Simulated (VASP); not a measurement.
A run of VASP 6.6.1 is set up as follows.

Contents of INCAR:

```
PREC     = Accurate       # precision mode
ENCUT    = 520            # plane-wave cutoff, eV
EDIFF    = 1E-6           # SCF threshold, eV
ISMEAR   = 0              # smearing method
SIGMA    = 0.05           # smearing width, eV
LREAL    = False          # projectors in reciprocal space
LASPH    = True           # aspherical terms in the spheres
NELM     = 150            # most SCF steps
ALGO     = Normal         # electronic algorithm
ISIF     = 2              # what is computed and relaxed
LWAVE    = False          # write WAVECAR
LCHARG   = False          # write CHGCAR
LMAXMIX  = 4              # l up to which the mixer works
LDAU     = True           # DFT+U
LDAUTYPE = 2            
LDAUL    = 2 -1           # shell
LDAUU    = 4 0            # U, eV
LDAUJ    = 0 0          
LDAUPRINT= 1            
GGA      = PE             # functional
NBANDS   = 33             # bands
```

KPOINTS

```
regular mesh
0
Gamma
  8 8 8
```

The input POSCAR:

```
TiO2
1.0
   -1.8680206176      1.8680206176      5.1049267437
    1.8680206176     -1.8680206176      5.1049267437
    1.8680206176      1.8680206176     -5.1049267437
Ti O
2 4
Direct
    0.0000000000      0.0000000000      0.0000000000
    0.7500000000      0.2500000000      0.5000000000
    0.1950026379      0.1950026379      0.0000000000
    0.9450026379      0.4450026379      0.5000000000
    0.5549973621      0.0549973621      0.5000000000
    0.8049973621      0.8049973621      0.0000000000
```

Potentials or basis: VASP PAW PBE potentials, release 64 (Ti_sv, O).

The run is started by

```console
$ cat potpaw_PBE.64/Ti_sv/POTCAR potpaw_PBE.64/O/POTCAR > POTCAR
$ mpirun -np 1 vasp_std > vasp.out
```

Q: Estimate the largest force.

A: 1.057 eV/Å.

Q: Predict the band gap on the k mesh.

A: 2.92 eV, indirect (least direct gap 3.11 eV).

Q: Predict the pressure.

A: 8.4 GPa.

Forces on the atoms (eV/Å):
```
Ti   0.000  0.000  0.000
Ti   0.000  0.000  0.000
O    0.000  0.000  1.057
O    0.000  0.000  1.057
O    0.000  0.000 -1.057
O    0.000  0.000 -1.057
```

Caveat: forces of over 1 eV/Å act on the atoms, so gaps and moduli don't describe the material at rest. A k mesh can miss the band edges.
